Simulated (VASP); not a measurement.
# La3Tl in VASP: a series of runs, part 2 of 2

VASP 6.6.1. The steps go on from the part before.

## (4) Electric field gradients, LDA (equal xx and yy strain of -2 %)

Input file INCAR:

```
  PREC = Accurate
  ENCUT = 520
  EDIFF = 1E-8
  ISMEAR = -1
  SIGMA = 0.08
  LREAL = F
  LASPH = T
  NELM = 60
  ALGO = Normal
  ISIF = 2
  LWAVE = F
  LCHARG = F
  GGA = CA
  LEFG = T
  NBANDS = 31
```

Input file KPOINTS:

```
regular mesh
0
Gamma
  8 8 8
```

Input file POSCAR:

```
La3Tl
1.0
    4.9588000000      0.0000000000      0.0000000000
    0.0000000000      4.9588000000      0.0000000000
    0.0000000000      0.0000000000      5.0600000000
La Tl
3 1
Direct
    0.0000000000      0.5000000000      0.5000000000
    0.5000000000      0.0000000000      0.5000000000
    0.5000000000      0.5000000000      0.0000000000
    0.0000000000      0.0000000000      0.0000000000
```

Potentials or basis: VASP PAW LDA potentials, release 64 (La, Tl_d).

The run is started by

```bash
> cat potpaw_LDA.64/La/POTCAR potpaw_LDA.64/Tl_d/POTCAR > POTCAR
> mpirun -np 1 vasp_std > vasp.out
```

OUTCAR:

```text
PREC = Accurate
   ENCUT = 520
   EDIFF = 1E-8
   ISMEAR = -1
   LREAL = F
   LASPH = T
   NELM = 60
   ISIF = 2
   GGA = CA

 ion  position               nearest neighbor table
   1  0.000  0.500  0.500-   2 3.51   2 3.51   2 3.51   2 3.51   4 3.54   3 3.54   4 3.54   4 3.54
                             4 3.54   3 3.54   3 3.54   3 3.54
   2  0.500  0.000  0.500-   1 3.51   1 3.51   1 3.51   1 3.51   4 3.54   3 3.54   3 3.54   3 3.54
                             4 3.54   4 3.54   4 3.54   3 3.54
   3  0.500  0.500  0.000-   4 3.51   4 3.51   4 3.51   4 3.51   2 3.54   2 3.54   2 3.54   2 3.54
                             1 3.54   1 3.54   1 3.54   1 3.54
[... 1054 lines left out ...]
   1     134.721   -62.331   -72.390    -0.000    -0.000     0.000
   2     -62.331   134.721   -72.390    -0.000     0.000     0.000
   3     -77.225   -77.225   154.451    -0.000    -0.000     0.000
   4      -8.460    -8.460    16.920     0.000    -0.000     0.000
---------------------------------------------------------------------

 Electric field gradients after diagonalization (V/A^2)
 (convention: |V_zz| > |V_xx| > |V_yy|)
----------------------------------------------------------------------
 ion       V_xx      V_yy      V_zz     asymmetry (V_yy - V_xx)/ V_zz
----------------------------------------------------------------------
   1     -72.390   -62.331   134.721       0.075
   2     -72.390   -62.331   134.721       0.075
   3     -77.225   -77.225   154.451       0.000
   4      -8.460    -8.460    16.920       0.000
----------------------------------------------------------------------

           NMR quadrupolar parameters

 Cq : quadrupolar parameter    Cq=e*Q*V_zz/h
 eta: asymmetry parameters     (V_yy - V_xx)/ V_zz
 Q  : nuclear electric quadrupole moment in mb (millibarn)
----------------------------------------------------------------------
 ion       Cq(MHz)       eta       Q (mb)
----------------------------------------------------------------------
   1       0.326       0.075       1.000
   2       0.326       0.075       1.000
   3       0.373       0.000       1.000
   4       0.041       0.000       1.000
----------------------------------------------------------------------
```

OSZICAR:

```text
N       E                     dE             d eps       ncg     rms          rms(c)
DAV:   1     0.571124234589E+03    0.57112E+03   -0.16494E+04  4682   0.214E+03
DAV:   2     0.118673625410E+03   -0.45245E+03   -0.43753E+03  6562   0.380E+02
DAV:   3    -0.606807018433E+01   -0.12474E+03   -0.12151E+03  7499   0.216E+02
DAV:   4    -0.196157504218E+02   -0.13548E+02   -0.13011E+02  8708   0.831E+01
DAV:   5    -0.211979436929E+02   -0.15822E+01   -0.15335E+01  9188   0.260E+01    0.561E+00
DAV:   6    -0.209394002605E+02    0.25854E+00   -0.34448E+00  8012   0.114E+01    0.301E+00
DAV:   7    -0.209257018938E+02    0.13698E-01   -0.42950E-01  8868   0.552E+00    0.149E+00
DAV:   8    -0.209160343895E+02    0.96675E-02   -0.55910E-02  9020   0.169E+00    0.246E-01
DAV:   9    -0.209163751000E+02   -0.34071E-03   -0.83320E-03  8916   0.713E-01    0.111E-01
DAV:  10    -0.209165181499E+02   -0.14305E-03   -0.13665E-03  9148   0.277E-01    0.372E-02
DAV:  11    -0.209165400082E+02   -0.21858E-04   -0.22737E-04  9036   0.106E-01    0.745E-03
DAV:  12    -0.209165443944E+02   -0.43863E-05   -0.44526E-05  8988   0.480E-02    0.349E-03
DAV:  13    -0.209165450951E+02   -0.70061E-06   -0.84502E-06  8596   0.202E-02    0.126E-03
DAV:  14    -0.209165453280E+02   -0.23291E-06   -0.16617E-06  7692   0.774E-03    0.976E-04
DAV:  15    -0.209165453645E+02   -0.36571E-07   -0.41812E-07  8188   0.515E-03    0.861E-04
DAV:  16    -0.209165453674E+02   -0.28645E-08   -0.95752E-08  6420   0.242E-03
   1 F= -.20916545E+02 E0= -.20857599E+02  d E =-.117893E+00
```

stdout:

```text
POSCAR found type information on POSCAR LaTl
 POSCAR found :  2 types and       4 ions
 scaLAPACK will be used
 LDA part: xc-table for (Slater(with rela. corr.)+CA(PZ))
 , standard interpolation
 POSCAR, INCAR and KPOINTS ok, starting setup
 FFT: planning ... GRIDC
 FFT: planning ... GRID_SOFT
 FFT: planning ... GRID
 WAVECAR not read
 entering main loop
ion   1

ion   2

ion   3

ion   4
```

It took 12 min on 1 thread of Oxide Virtual Turin-like, shared host; peak memory 0.37 GiB.

What came out:

```
Free energy            : -20.9165 eV
Pressure               : -2.2 GPa
Band gap on the k mesh : zero (band 23 reaches 8.86 eV, above the bottom of band 24 at 7.74 eV)
```

Levels at points of the mesh, in eV from the Fermi level:
| k point | band 21 | band 22 | band 23 | band 24 | band 25 | band 26 |
| --- | --- | --- | --- | --- | --- | --- |
| (0.00, 0.00, 0.00) | -0.87 | -0.86 | -0.85 | -0.76 | 0.77 | 0.84 |
| (0.50, 0.00, 0.00) | -0.84 | -0.73 | -0.65 | 0.73 | 1.07 | 1.10 |
| (0.50, 0.50, 0.00) | -1.29 | -0.08 | -0.08 | 0.35 | 0.62 | 1.05 |
| (0.00, 0.00, 0.50) | -0.73 | -0.73 | -0.68 | 0.71 | 1.03 | 1.13 |
| (0.50, 0.00, 0.50) | -1.34 | -0.14 | -0.08 | 0.29 | 0.72 | 1.02 |
| (0.50, 0.50, 0.50) | -1.03 | 0.35 | 0.36 | 0.36 | 1.18 | 1.30 |

Electric field gradients, principal values (V/Å²):
```
atom    least   middle  greatest (by size)
1 La  -62.331  -72.390             134.721
2 La  -62.331  -72.390             134.721
3 La  -77.225  -77.225             154.451
4 Tl   -8.460   -8.460              16.920
```

Caveat: the cell differs from its parent crystal (equal xx and yy strain of -2 %); without QUAD_EFG the Cq values of the log hold for a quadrupole moment of 1 mb, not for the nuclei; spin-orbit coupling is left out, which moves the levels of the heavy elements.
